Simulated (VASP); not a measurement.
Write the native input for VASP 6.6.1 that does the following.

| Item | Value |
| --- | --- |
| Task | single point |
| Functional | r2SCAN |
| Potentials or basis | VASP PAW PBE potentials, release 64 (Zn, O, Hg_sv_GW) |
| Cutoff | 660 eV |
| k mesh | 6 × 6 × 4 |
| Occupations | fermi-dirac, width 0.02 eV |
| Spin | no spin polarisation |
| Dipole correction | no |
| Second run | valence_matched |
| Further INCAR settings | ALGO = Normal; EDIFF = 1e-06; NBANDS = 30 |

Crystal: ZnHgO2.

```
Zn O Hg
1.0
     3.32639    0.00000    0.00000
     0.00000    3.32639    0.00000
     0.00000    0.00000    5.19307
Zn O Hg
1 2 1
Direct
  0.00000 0.00000 0.00000
  0.00000 0.50000 0.20343
  0.50000 0.00000 0.79657
  0.50000 0.50000 0.50000
```

The input as run:

POSCAR

```
ZnHgO2
1.0
    3.3263897680      0.0000000000      0.0000000000
    0.0000000000      3.3263897680      0.0000000000
    0.0000000000      0.0000000000      5.1930705645
Zn O Hg
1 2 1
Direct
    0.0000000000      0.0000000000      0.0000000000
    0.0000000000      0.5000000000      0.2034319238
    0.5000000000      0.0000000000      0.7965680762
    0.5000000000      0.5000000000      0.5000000000
```

INCAR.step1

```
PREC = Accurate ; ENCUT = 660
ISMEAR = -1 ; SIGMA = 0.02
LREAL = False ; LASPH = True
NELM = 120 ; NBANDS = 30
GGA = PE ; ALGO = Normal
EDIFF = 1E-5 ; LWAVE = True
LCHARG = False ; GGA_COMPAT = False
```

INCAR.step2

```
PREC = Accurate ; ENCUT = 660
EDIFF = 1E-6 ; ISMEAR = -1
SIGMA = 0.02 ; LREAL = False
LASPH = True ; NELM = 120
ALGO = Normal ; ISIF = 2
LWAVE = False ; LCHARG = True
METAGGA = R2SCAN ; LMIXTAU = True
LELF = True ; LVHAR = True
NBANDS = 30 ; ISTART = 1
GGA_COMPAT = False
```

KPOINTS

```
regular mesh
0
Gamma
  6 6 4
```

Potentials or basis: VASP PAW PBE potentials, release 64 (Zn, O, Hg_sv_GW).

The run is started by

```console
$ cat potpaw_PBE.64/Zn/POTCAR potpaw_PBE.64/O/POTCAR potpaw_PBE.64/Hg_sv_GW/POTCAR > POTCAR
$ cp INCAR.step1 INCAR
$ mpirun -np 1 vasp_std > vasp.out
$ cp INCAR.step2 INCAR
$ mpirun -np 1 vasp_std > vasp.out
```

It gave:

| Item | Value |
| --- | --- |
| Pressure | 0.1 GPa |
| Largest force | 0.060 eV/Å |
| Band gap on the k mesh | zero (filled and empty bands touch) |

Caveat: the PAW data sets were made with another functional, which shifts forces and pressure a little; spin-orbit coupling is left out, which moves the levels of the heavy elements.

It took 2.5 min on 1 thread of Intel(R) Xeon(R) Platinum 8488C (Sapphire Rapids) (shared host), peak memory 0.25 GiB.
